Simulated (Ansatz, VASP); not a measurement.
Two plane-wave programs on NbIn2Se3

```
Nb In Se
1.0
     3.67068    0.00000    0.00000
    -1.83534    3.17891    0.00000
     0.00000    0.00000   12.61956
Nb In Se
1 2 3
Direct
  0.00000 0.00000 0.00000
  0.66667 0.33333 0.65518
  0.66667 0.33333 0.34482
  0.33333 0.66667 0.87279
  0.33333 0.66667 0.12721
  0.00000 0.00000 0.50000
```

Alike in both runs: functional PBE; k mesh 12 × 12 × 4; occupations gaussian, width 0.1 eV; no spin polarisation.

Ansatz relaxed the structure, and its values are those at the end. VASP's run is a single point on that final structure, the one shown.

|  | VASP | Ansatz |
| --- | --- | --- |
| version | VASP 6.6.1 | Ansatz 0.2.0 |
| potentials or method | VASP PAW PBE potentials, release 64 (Nb_sv, In_d, Se), cutoff 520 eV | scalar-relativistic, plane waves, PAW |
| valence electrons in the cell | 57 | 87 |

|  | VASP | Ansatz | Ansatz less VASP |
| --- | --- | --- | --- |
| gap on the k mesh at the Fermi level (eV) | none | none | - |
| pressure (GPa) | 0.0 | 0.0 | +0.02 |

A gap of «none» marks a metal or a gap that the smearing closes. With one functional, cell and mesh, what is left measures potentials, basis and numerics. VASP's potentials hold 57 valence electrons a cell and Ansatz's 87, so a difference there can come from the potentials and not from the codes.
